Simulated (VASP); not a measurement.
# HfO2 (Fm-3m) in VASP: notebook, part 2 of 2

VASP 6.6.1.

### Step 4. Single point, PBE (volume scaled by 0.880)

File INCAR:

```
ALGO     = Normal         # electronic algorithm
EDIFF    = 1E-7           # SCF threshold, eV
ENCUT    = 520            # plane-wave cutoff, eV
GGA      = PE             # functional
ISIF     = 2              # what is computed and relaxed
ISMEAR   = 0              # smearing method
LASPH    = T              # aspherical terms in the spheres
LCHARG   = F              # write CHGCAR
LREAL    = F              # projectors in reciprocal space
LWAVE    = F              # write WAVECAR
NBANDS   = 18             # bands
NELM     = 80             # most SCF steps
PREC     = Accurate       # precision mode
SIGMA    = 0.05           # smearing width, eV
```

File KPOINTS:

```
k-points
0
Gamma
  8 8 8
```

File POSCAR:

```
HfO2
1.0
    0.0000000000      2.4424617969      2.4424617969
    2.4424617969      0.0000000000      2.4424617969
    2.4424617969      2.4424617969      0.0000000000
Hf O
1 2
Direct
    0.0000000000      0.0000000000      0.0000000000
    0.2500000000      0.2500000000      0.2500000000
    0.7500000000      0.7500000000      0.7500000000
```

Potentials or basis: VASP PAW PBE potentials, release 64 (Hf_pv, O).

On the command line:

```bash
cat potpaw_PBE.64/Hf_pv/POTCAR potpaw_PBE.64/O/POTCAR > POTCAR
mpirun -np 1 vasp_std > vasp.out
```

OUTCAR:

```text
EDIFF = 1E-7
   ENCUT = 520
   GGA = PE
   ISIF = 2
   ISMEAR = 0
   LASPH = T
   LREAL = F
   NELM = 80
   PREC = Accurate

 ion  position               nearest neighbor table
   1  0.000  0.000  0.000-   3 2.12   3 2.12   3 2.12   2 2.12   3 2.12   2 2.12   2 2.12   2 2.12

   2  0.250  0.250  0.250-   1 2.12   1 2.12   1 2.12   1 2.12
   3  0.750  0.750  0.750-   1 2.12   1 2.12   1 2.12   1 2.12

  LATTYP: Found a face centered cubic cell.
 ALAT       =     4.8849235938

  Lattice vectors:

 A1 = (   0.0000000000,   2.4424617969,   2.4424617969)
 A2 = (   2.4424617969,   0.0000000000,   2.4424617969)
 A3 = (   2.4424617969,   2.4424617969,   0.0000000000)

Analysis of symmetry for initial positions (statically):
=====================================================================
 Subroutine PRICEL returns:
 Original cell was already a primitive cell.

 Routine SETGRP: Setting up the symmetry group for a
 face centered cubic supercell.

 Subroutine GETGRP returns: Found 48 space group operations
 (whereof 48 operations were pure point group operations)
 out of a pool of 48 trial point group operations.

The static configuration has the point symmetry O_h .

Analysis of symmetry for dynamics (positions and initial velocities):
=====================================================================
 Subroutine PRICEL returns:
 Original cell was already a primitive cell.

 Routine SETGRP: Setting up the symmetry group for a
 face centered cubic supercell.

 Subroutine GETGRP returns: Found 48 space group operations
 (whereof 48 operations were pure point group operations)
 out of a pool of 48 trial point group operations.

The dynamic configuration has the point symmetry O_h .

 Subroutine INISYM returns: Found 48 space group operations
[... 114 lines left out ...]
   ISMEAR =     0;   SIGMA  =   0.05  broadening in eV -4-tet -1-fermi 0-gaus
   EFERMI_NEDOS =   21; number of points for ismear=-14 and -15
   IALGO  =     38    algorithm
   IMIX   =      4    mixing-type and parameters
     AMIX     =   0.40;   BMIX     =  1.00
     AMIX_MAG =   1.60;   BMIX_MAG =  1.00
  volume/ion in A,a.u.               =       9.71        65.55
  Fermi-wavevector in a.u.,A,eV,Ry     =   1.490658  2.816935 30.232969  2.222061
  Thomas-Fermi vector in A             =   2.603412
   LORBIT       =      0    0 simple, 1 ext, 2 COOP (PROOUT), +10 PAW based schemes
   GGA     = PE    functional components
   LHFCALC =     F    Hartree Fock is set to
   AEXX    =    0.0000 exact exchange contribution
   IVDW    =     0    specifies the selected vdW correction
   LEPSILON=     F    determine dielectric tensor
   LRPA    =     F    only Hartree local field effects (RPA)
 non-spin polarized calculation
 Gauss-broadening in eV      SIGMA  =   0.05
  energy-cutoff  :      520.00
  volume of cell :       29.14
 maximum number of plane-waves:       817
 NGX is ok and might be reduce to    28
   NGX = 13   NGY = 13   NGZ = 13

 number of electron      22.0000007 magnetization

 Free energy of the ion-electron system (eV)
  ---------------------------------------------------
  ext. energy  EPLUGINS =         0.00000000
  ---------------------------------------------------
  free energy    TOTEN  =       -29.88537634 eV

  energy without entropy =      -29.88537634  energy(sigma->0) =      -29.88537634

 E-fermi :   5.5195     XC(G=0): -12.4479

 val. band max:        5.2796068629   @ k =   0.5000   0.5000   0.0000
 cond. band min:       9.3802416296   @ k =   0.5000   0.5000   0.0000
 fundamental gap:      4.1006347666
 Fermi energy:         5.5194532775

 k-point     1 :       0.0000    0.0000    0.0000
  band No.  band energies     occupation
      1     -23.9073      2.00000
      2     -23.9073      2.00000
      3     -23.9073      2.00000
      4     -14.1793      2.00000
      5     -10.5597      2.00000
      6      -0.7908      2.00000
[... 481 lines left out ...]
      5     -11.4583      2.00000
      6      -0.1147      2.00000
[... 10 lines left out ...]
     17      17.0228      0.00000
     18      19.3868      0.00000

 [... further k-points ...]

------------------------ aborting loop because EDIFF is reached ----------------------------------------

  FORCE on cell =-STRESS in cart. coord.  units (eV):
  Direction    XX          YY          ZZ          XY          YZ          ZX
  --------------------------------------------------------------------------------------
  -------------------------------------------------------------------------------------
  Total        6.5966826      6.5966826      6.5966826     -0.0000000     -0.0000000      0.0000000
  in kB      362.6793552    362.6793552    362.6793552     -0.0000000     -0.0000000      0.0000000
  external PRESSURE =     362.6793552 kB  Pullay stress =       0.0000000 kB

 VOLUME and BASIS-vectors are now :
 -----------------------------------------------------------------------------
  energy-cutoff  :      520.00
  volume of cell :       29.14
      direct lattice vectors                 reciprocal lattice vectors
     0.000000000  2.442461797  2.442461797    -0.204711493  0.204711493  0.204711493
     2.442461797  0.000000000  2.442461797     0.204711493 -0.204711493  0.204711493
     2.442461797  2.442461797  0.000000000     0.204711493  0.204711493 -0.204711493

 POSITION                                       TOTAL-FORCE (eV/Angst)
 -----------------------------------------------------------------------------------
      0.00000      0.00000      0.00000        -0.000000      0.000000      0.000000
      1.22123      1.22123      1.22123         0.000000      0.000000     -0.000000
      3.66369      3.66369      3.66369        -0.000000     -0.000000     -0.000000
 -----------------------------------------------------------------------------------
    total drift:                                0.000000      0.000000      0.000000

  FREE ENERGIE OF THE ION-ELECTRON SYSTEM (eV)
  ---------------------------------------------------
  free  energy   TOTEN  =       -29.8853763447 eV

  energy  without entropy=      -29.8853763447  energy(sigma->0) =      -29.88537634
```

Wall time 18 s (1 thread of Intel Xeon 6975P-C, shared host); peak memory 0.16 GiB.

Results:

```
Free energy            : -29.8854 eV
Pressure               : 36.3 GPa
Band gap on the k mesh : 4.10 eV, direct
```

Caveat: spin-orbit coupling is left out, which moves the levels of the heavy elements. A k mesh can miss the band edges.

### Step 5. Single point, PBE (volume scaled by 0.920)

File INCAR:

```
SYSTEM = HfO2
PREC = Accurate
ENCUT = 520
EDIFF = 1E-6
ISMEAR = 0
SIGMA = 0.05
LREAL = .FALSE.
LASPH = .TRUE.
NELM = 100
ALGO = Normal
ISIF = 2
LWAVE = .FALSE.
LCHARG = .FALSE.
GGA = PE
NBANDS = 18
```

File KPOINTS:

```
regular mesh
0
G
  8 8 8
  0 0 0
```

File POSCAR:

```
HfO2
1.0
    0.0000000000      2.4789218259      2.4789218259
    2.4789218259      0.0000000000      2.4789218259
    2.4789218259      2.4789218259      0.0000000000
Hf O
1 2
Direct
    0.0000000000      0.0000000000      0.0000000000
    0.2500000000      0.2500000000      0.2500000000
    0.7500000000      0.7500000000      0.7500000000
```

On the command line:

```bash
cat potpaw_PBE.64/Hf_pv/POTCAR potpaw_PBE.64/O/POTCAR > POTCAR
mpirun -np 1 vasp_std > vasp.out
```

Run time: 16 s. Hardware: 1 thread of Intel Xeon 6975P-C, shared host; peak memory 0.17 GiB.

It converged, with:

* Free energy: -30.1178 eV
* Pressure: 20.0 GPa
* Band gap on the k mesh: 3.98 eV, direct

Levels at points of the mesh, in eV from the valence-band top:
```
           k point  band 7  band 8  band 9  band 10  band 11  band 12  band 13  band 14  band 15  band 16
(0.00, 0.00, 0.00)   -5.77   -5.77   -0.64    -0.64    -0.64     4.04     4.04     6.38    11.30    11.30
(0.50, 0.00, 0.00)   -4.67   -3.14   -2.88    -1.91    -1.91     4.86     4.86     7.64     9.28    10.13
(0.50, 0.50, 0.00)   -3.61   -3.61   -1.64    -1.64     0.00     3.98     5.87     7.27     8.77     8.77
```

Caveat: spin-orbit coupling is left out, which moves the levels of the heavy elements. A k mesh can miss the band edges.

### Step 6. The runs side by side

| cell | gap on the mesh (eV) | pressure (GPa) |
| --- | --- | --- |
| a = 3.346 Å, angles 60.0°, 3 atoms | 4.31 | 81.8 |
| a = 3.401 Å, angles 60.0°, 3 atoms | 4.22 | 56.5 |
| a = 3.454 Å, angles 60.0°, 3 atoms | 4.10 | 36.3 |
| a = 3.506 Å, angles 60.0°, 3 atoms | 3.98 | 20.0 |

Alike in all rows: task single point; level PBE; potentials or basis VASP PAW PBE potentials, release 64 (Hf_pv, O); no spin polarisation; k mesh 8 × 8 × 8; cutoff (eV) 520; smearing gaussian 0.05 eV.

Caveats: spin-orbit coupling is left out, which moves the levels of the heavy elements.

Total energies depend on the potentials used, so only differences within one code and one set of settings carry meaning.
